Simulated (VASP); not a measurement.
HfCl3, 4 atoms in the cell. The cell holds a molecule in a box, 4 atoms: a = 15.000 Å, b = 15.500 Å, c = 16.000 Å, α = 90.00°, β = 90.00°, γ = 90.00°. 

```yaml
Program: VASP 6.6.1
Task: single point
Functional: PBE
Potentials_or_basis: VASP PAW PBE potentials, release 64 (Hf_pv, Cl)
Cutoff: 520 eV
k_mesh: 1 × 1 × 1
Occupations: gaussian, width 0.005 eV
Spin: collinear spin, ferromagnetic start
Starting_moments: "[1.0, 0.0, 0.0, 0.0] μB"
Dipole_correction: no
Further_INCAR_settings: ALGO = Normal; EDIFF = 1e-06; NBANDS = 28; ISYM = 0
```

Potentials or basis: VASP PAW PBE potentials, release 64 (Hf_pv, Cl).

The run is started by

```sh
$ cat potpaw_PBE.64/Hf_pv/POTCAR potpaw_PBE.64/Cl/POTCAR > POTCAR
$ mpirun -np 1 vasp_gam > vasp.out
```

Hardware: 1 thread of Intel(R) Xeon(R) Platinum 8488C (Sapphire Rapids), with other jobs on the host.

Task: Estimate the wall time of this run.

Result: Wall time 10 min on 1 thread of Intel(R) Xeon(R) Platinum 8488C (Sapphire Rapids), on a shared host, peak memory 3.5 GiB. Counts: scf iterations 27, k points 1.
